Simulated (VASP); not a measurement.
# HBr (Fmmm) in VASP: single point with r2SCAN

Aim: the single point of HBr with r2SCAN.

Program: VASP 6.6.1. These are calculated values, not measurements. Logs are shortened: lines on timing, memory, paths and dates and some standing lists are left out, and cuts for length are marked.

## Step 1: The cell of the first run

It takes space group Fmmm (No. 69, orthorhombic). Conventional cell: a = 5.694 Å, b = 5.781 Å, c = 6.366 Å, α = 90.00°, β = 90.00°, γ = 90.00°. H (site symmetry mmm) has 6 Br at 2.85 to 3.18 Å within 3.8 Å. Within 3.8 Å of Br (site symmetry mmm) lie 6 H at 2.85 to 3.18 Å.

## Step 2: Single point, r2SCAN (strain +0.025 along x and y, +0.050 along z)

Input file POSCAR:

```
HBr
1.0
    0.0000000000      2.8905000000      3.1830750000
    2.8469375000      0.0000000000      3.1830750000
    2.8469375000      2.8905000000      0.0000000000
H Br
1 1
Direct
    0.0000000000      0.0000000000      0.0000000000
    0.5000000000      0.5000000000      0.5000000000
```

Input file INCAR.step1:

```
SYSTEM = HBr
ALGO     = Normal         ! electronic algorithm
EDIFF    = 1E-4           ! SCF threshold, eV
ENCUT    = 520            ! plane-wave cutoff, eV
GGA      = PE             ! functional
ISMEAR   = 0              ! smearing method
LASPH    = .True.         ! aspherical terms in the spheres
LCHARG   = .False.        ! write CHGCAR
LREAL    = .False.        ! projectors in reciprocal space
LWAVE    = .True.         ! write WAVECAR
NBANDS   = 11             ! bands
NELM     = 80             ! most SCF steps
PREC     = Accurate       ! precision mode
SIGMA    = 0.15           ! smearing width, eV
```

Input file INCAR.step2:

```
SYSTEM = HBr
ALGO     = Normal         ! electronic algorithm
EDIFF    = 1E-6           ! SCF threshold, eV
ENCUT    = 520            ! plane-wave cutoff, eV
ISIF     = 2              ! what is computed and relaxed
ISMEAR   = 0              ! smearing method
ISTART   = 1            
LASPH    = .True.         ! aspherical terms in the spheres
LCHARG   = .False.        ! write CHGCAR
LMIXTAU  = .True.       
LREAL    = .False.        ! projectors in reciprocal space
LWAVE    = .False.        ! write WAVECAR
METAGGA  = R2SCAN         ! meta-GGA
NBANDS   = 11             ! bands
NELM     = 80             ! most SCF steps
PREC     = Accurate       ! precision mode
SIGMA    = 0.15           ! smearing width, eV
```

Input file KPOINTS:

```
k-points
0
Gamma
  14 14 14
  0 0 0
```

Potentials or basis: VASP PAW PBE potentials, release 64 (H, Br).

Command:

```
$ cat potpaw_PBE.64/H/POTCAR potpaw_PBE.64/Br/POTCAR > POTCAR
$ cp INCAR.step1 INCAR
$ mpirun -np 1 vasp_std > vasp.out
$ cp INCAR.step2 INCAR
$ mpirun -np 1 vasp_std > vasp.out
```

OUTCAR:

```text
SYSTEM = HBr
   EDIFF = 1E-6
   ENCUT = 520
   ISIF = 2
   ISMEAR = 0
   ISTART = 1
   LASPH = .True.
   LREAL = .False.
   METAGGA = R2SCAN
   NELM = 80
   PREC = Accurate

 ion  position               nearest neighbor table
   1  0.000  0.000  0.000-
   2  0.500  0.500  0.500-

  LATTYP: Found a face centered orthorhombic cell.
 ALAT       =     5.6938750000
 B/A-ratio  =     1.0153015302
 C/A-ratio  =     1.1180698558

  Lattice vectors:

 A1 = (   0.0000000000,   2.8905000000,   3.1830750000)
 A2 = (   2.8469375000,   0.0000000000,   3.1830750000)
 A3 = (   2.8469375000,   2.8905000000,   0.0000000000)

Analysis of symmetry for initial positions (statically):
=====================================================================
 Subroutine PRICEL returns:
 Original cell was already a primitive cell.

 Routine SETGRP: Setting up the symmetry group for a
 face centered orthorhombic supercell.

 Subroutine GETGRP returns: Found  8 space group operations
 (whereof  8 operations were pure point group operations)
 out of a pool of  8 trial point group operations.

The static configuration has the point symmetry D_2h.

Analysis of symmetry for dynamics (positions and initial velocities):
=====================================================================
 Subroutine PRICEL returns:
 Original cell was already a primitive cell.

 Routine SETGRP: Setting up the symmetry group for a
 face centered orthorhombic supercell.

 Subroutine GETGRP returns: Found  8 space group operations
 (whereof  8 operations were pure point group operations)
 out of a pool of  8 trial point group operations.

The dynamic configuration has the point symmetry D_2h.

 Subroutine INISYM returns: Found  8 space group operations
 (whereof  8 operations are pure point group operations),
 and found     1 'primitive' translations

----------------------------------------------------------------------------------------

                                     Primitive cell

  volume of cell :      52.3875

  direct lattice vectors                    reciprocal lattice vectors
     0.000000000  2.890500000  3.183075000    -0.175627319  0.172980453  0.157080810
     2.846937500  0.000000000  3.183075000     0.175627319 -0.172980453  0.157080810
     2.846937500  2.890500000  0.000000000     0.175627319  0.172980453 -0.157080810

  length of vectors
     4.299646114  4.270482360  4.057097901     0.292303906  0.292303906  0.292303906

  position of ions in fractional coordinates (direct lattice)
     0.000000000  0.000000000  0.000000000
     0.500000000  0.500000000  0.500000000

  ion indices of the primitive-cell ions
   primitive index   ion index
                 1           1
                 2           2

----------------------------------------------------------------------------------------

 KPOINTS: k-points

Automatic generation of k-mesh.
 Grid dimensions read from file:
 generate k-points for:   14   14   14

 Generating k-lattice:

  Cartesian coordinates                     Fractional coordinates (reciprocal lattice)
    -0.012544808  0.012355747  0.011220058     0.071428571  0.000000000 -0.000000000
     0.012544808 -0.012355747  0.011220058     0.000000000  0.071428571  0.000000000
     0.012544808  0.012355747 -0.011220058    -0.000000000  0.000000000  0.071428571

  Length of vectors
     0.020878850  0.020878850  0.020878850

  Shift w.r.t. Gamma in fractional coordinates (k-lattice)
     0.000000000  0.000000000  0.000000000

 Subroutine IBZKPT returns following result:
 ===========================================

 Found    428 irreducible k-points:

 Following reciprocal coordinates:
            Coordinates               Weight
  0.000000  0.000000  0.000000      1.000000
  0.071429  0.000000 -0.000000      8.000000
  0.142857  0.000000  0.000000      8.000000
  0.214286 -0.000000 -0.000000      8.000000
  0.285714  0.000000  0.000000      8.000000
  0.357143  0.000000 -0.000000      8.000000
[... 16 lines left out ...]
  0.214286  0.142857 -0.000000      8.000000
  0.285714  0.142857 -0.000000      8.000000
 [... further k-points ...]
   k-points           NKPTS =    428   k-points in BZ     NKDIM =    428   number of bands    NBANDS=     11
   number of dos      NEDOS =    301   number of ions     NIONS =      2
   total plane-waves  NPLWV =  30720
   dimension x,y,z NGX =    32 NGY =   32 NGZ =   30
   dimension x,y,z NGXF=    64 NGYF=   64 NGZF=   60
   ions per type =               1   1
   NGX,Y,Z   is equivalent  to a cutoff of  12.37, 12.46, 12.29 a.u.
   NGXF,Y,Z  is equivalent  to a cutoff of  24.75, 24.91, 24.59 a.u.
 SYSTEM =  HBr
   PREC   = accura    normal or accurate (medium, high low for compatibility)
   ISTART =      1    job   : 0-new  1-cont  2-samecut
   ICHARG =      0    charge: 1-file 2-atom 10-const
   ISPIN  =      1    spin polarized calculation?
   LNONCOLLINEAR =      F non collinear calculations
   LSORBIT =      F    spin-orbit coupling
   LASPH  =      T    aspherical Exc in radial PAW
   ENCUT  =  520.0 eV  38.22 Ry    6.18 a.u.   7.99  7.94  7.54*2*pi/ulx,y,z
   NELM   =     80;   NELMIN=  2; NELMDL=  0     # of ELM steps
   EDIFF  = 0.1E-05   stopping-criterion for ELM
   LREAL  =      F    real-space projection
   EDIFFG = 0.1E-04   stopping-criterion for IOM
   NSW    =      0    number of steps for IOM
   IBRION =     -1    ionic relax: 0-MD 1-quasi-New 2-CG
   NFREE  =      0    steps in history (QN), initial steepest desc. (CG)
   ISIF   =      2    stress and relaxation
   ISYM   =      2    0-nonsym 1-usesym 2-fastsym
   POTIM  = 0.5000    time-step for ionic-motion
   TEBEG  =    0.0;   TEEND  =   0.0 temperature during run
   PSTRESS=    0.0 pullay stress
   NELECT =       8.0000    total number of electrons
   NUPDOWN=      -1.0000    fix difference up-down
   EMIN   =  10.00;   EMAX   =-10.00  energy-range for DOS
   EFERMI =   0.00;   METHOD = LEGACY
   ISMEAR =     0;   SIGMA  =   0.15  broadening in eV -4-tet -1-fermi 0-gaus
   EFERMI_NEDOS =   21; number of points for ismear=-14 and -15
   IALGO  =     38    algorithm
   IMIX   =      4    mixing-type and parameters
     AMIX     =   0.40;   BMIX     =  1.00
     AMIX_MAG =   1.60;   BMIX_MAG =  1.00
  volume/ion in A,a.u.               =      26.19       176.76
  Fermi-wavevector in a.u.,A,eV,Ry     =   0.875042  1.653590 10.417961  0.765699
  Thomas-Fermi vector in A             =   1.994658
   LORBIT       =      0    0 simple, 1 ext, 2 COOP (PROOUT), +10 PAW based schemes
   METAGGA = R2SCAN    functional components
   LHFCALC =     F    Hartree Fock is set to
   AEXX    =    0.0000 exact exchange contribution
   IVDW    =     0    specifies the selected vdW correction
   LEPSILON=     F    determine dielectric tensor
   LRPA    =     F    only Hartree local field effects (RPA)
 non-spin polarized calculation
 Gauss-broadening in eV      SIGMA  =   0.15
  energy-cutoff  :      520.00
  volume of cell :       52.39
 maximum number of plane-waves:      1437
   NGX = 15   NGY = 15   NGZ = 15

 number of electron       8.0000000 magnetization

 Free energy of the ion-electron system (eV)
  ---------------------------------------------------
  ext. energy  EPLUGINS =         0.00000000
  ---------------------------------------------------
  free energy    TOTEN  =       -13.95922054 eV

  energy without entropy =      -13.95232662  energy(sigma->0) =      -13.95577358

 E-fermi :  -2.8144     XC(G=0):  -7.5491

 val. band max:       -2.8170804172   @ k =  -0.0714   0.5000   0.4286
 cond. band min:      -2.7873583450   @ k =   0.5000   0.4286  -0.0000
 fundamental gap:      0.0297220722
 Fermi energy:        -2.8144366924

 k-point     1 :       0.0000    0.0000    0.0000
  band No.  band energies     occupation
      1     -16.4669      2.00000
      2      -3.2323      1.99992
      3      -2.9775      1.87575
      4      -2.9376      1.75435
      5      -2.8510      1.26975
      6       7.1804      0.00000
      7       8.7519      0.00000
      8       9.3812      0.00000
      9       9.4708      0.00000
     10      11.2247      0.00000
     11      11.5019      0.00000

 k-point     2 :       0.0714    0.0000   -0.0000
  band No.  band energies     occupation
      1     -16.4546      2.00000
      2      -3.6580      2.00000
      3      -2.9602      1.83061
      4      -2.8853      1.49583
      5      -2.5363      0.00874
      6       7.1121      0.00000
      7       8.7225      0.00000
      8       9.1927      0.00000
      9       9.4898      0.00000
     10      10.7606      0.00000
     11      11.5075      0.00000

 k-point     3 :       0.1429    0.0000    0.0000
  band No.  band energies     occupation
      1     -16.4198      2.00000
      2      -4.1916      2.00000
      3      -2.9679      1.85196
      4      -2.9278      1.71498
      5      -2.0682      0.00000
      6       6.8184      0.00000
      7       8.5936      0.00000
      8       8.9806      0.00000
      9       9.5754      0.00000
     10      10.4207      0.00000
     11      10.8330      0.00000

 k-point     4 :       0.2143   -0.0000   -0.0000
  band No.  band energies     occupation
      1     -16.3686      2.00000
      2      -4.6922      2.00000
      3      -2.9911      1.90427
      4      -2.9777      1.87620
      5      -1.6605      0.00000
      6       6.2829      0.00000
      7       8.5343      0.00000
      8       8.8192      0.00000
      9       9.3609      0.00000
     10      10.6658      0.00000
     11      10.7654      0.00000

 k-point     5 :       0.2857    0.0000    0.0000
  band No.  band energies     occupation
      1     -16.3104      2.00000
      2      -5.1239      2.00000
      3      -3.0578      1.97823
      4      -2.9902      1.90250
      5      -1.3314      0.00000
      6       5.7077      0.00000
      7       8.1587      0.00000
      8       8.9130      0.00000
      9       9.1954      0.00000
     10      11.2476      0.00000
     11      11.3453      0.00000
[... 211 lines left out ...]
 k-point    21 :      -0.0714    0.0714    0.0000
  band No.  band energies     occupation
      1     -16.4313      2.00000
      2      -4.0941      2.00000
      3      -2.9463      1.78628
      4      -2.9053      1.60837
      5      -2.1418      0.00000
      6       7.0773      0.00000
      7       8.5410      0.00000
      8       8.9332      0.00000
      9       9.5972      0.00000
     10      10.5828      0.00000
     11      10.7850      0.00000

 k-point    22 :       0.1429    0.1429    0.0000
  band No.  band energies     occupation
      1     -16.4188      2.00000
      2      -3.9032      2.00000
      3      -3.0672      1.98283
      4      -3.0218      1.94944
      5      -2.3394      0.00001
      6       6.7453      0.00000
      7       8.0479      0.00000
      8       9.7314      0.00000
      9       9.7644      0.00000
     10      10.4032      0.00000
     11      12.3878      0.00000

 k-point    23 :       0.2143    0.1429   -0.0000
  band No.  band energies     occupation
      1     -16.3868      2.00000
      2      -4.1993      2.00000
      3      -3.1029      1.99346
      4      -3.0638      1.98126
      5      -2.1672      0.00000
      6       6.5965      0.00000
      7       7.8129      0.00000
      8       9.8534      0.00000
      9       9.9793      0.00000
     10      10.2628      0.00000
     11      12.1113      0.00000

 k-point    24 :       0.2857    0.1429   -0.0000
  band No.  band energies     occupation
      1     -16.3401      2.00000
      2      -4.5949      2.00000
      3      -3.1704      1.99921
      4      -3.1035      1.99357
      5      -1.8953      0.00000
      6       6.3255      0.00000
      7       7.7186      0.00000
      8       9.7026      0.00000
      9       9.9334      0.00000
     10      10.5703      0.00000
     11      12.0679      0.00000

 [... further k-points ...]
[... 5 lines left out ...]
  --------------------------------------------------------------------------------------
  -------------------------------------------------------------------------------------
  Total       -3.3106938     -2.9007006     -1.2687318      0.0000000      0.0000000      0.0000000
  in kB     -101.2515830    -88.7126843    -38.8018673      0.0000000      0.0000000      0.0000000
  external PRESSURE =     -76.2553782 kB  Pullay stress =       0.0000000 kB

 VOLUME and BASIS-vectors are now :
 -----------------------------------------------------------------------------
  energy-cutoff  :      520.00
  volume of cell :       52.39
      direct lattice vectors                 reciprocal lattice vectors
     0.000000000  2.890500000  3.183075000    -0.175627319  0.172980453  0.157080810
     2.846937500  0.000000000  3.183075000     0.175627319 -0.172980453  0.157080810
     2.846937500  2.890500000  0.000000000     0.175627319  0.172980453 -0.157080810

 POSITION                                       TOTAL-FORCE (eV/Angst)
 -----------------------------------------------------------------------------------
      0.00000      0.00000      0.00000         0.000000      0.000000      0.000000
      2.84694      2.89050      3.18308         0.000000     -0.000000     -0.000000
 -----------------------------------------------------------------------------------
    total drift:                               -0.000000     -0.000000      0.000000

  FREE ENERGIE OF THE ION-ELECTRON SYSTEM (eV)
  ---------------------------------------------------
  free  energy   TOTEN  =       -13.9592205380 eV

  energy  without entropy=      -13.9523266175  energy(sigma->0) =      -13.95577358
```

Run time: 24 min. Hardware: 1 thread of AMD EPYC 7R13, shared host; peak memory 0.34 GiB.

What came out:

```
Free energy            : -13.9592 eV
Pressure               : -7.6 GPa
Band gap on the k mesh : zero (bands 4 and 5 overlap by 0.41 eV)
```

Caveat: the cell differs from its parent crystal (strain +0.025 along x and y, +0.050 along z); the stress differs along the axes, from -10 to -4 GPa; semilocal functionals underestimate gaps, and a narrow one can read as zero; the PAW data sets were made with another functional, which shifts forces and pressure a little.

The gap in the log of VASP goes by the Fermi energy; the results here count the filled bands.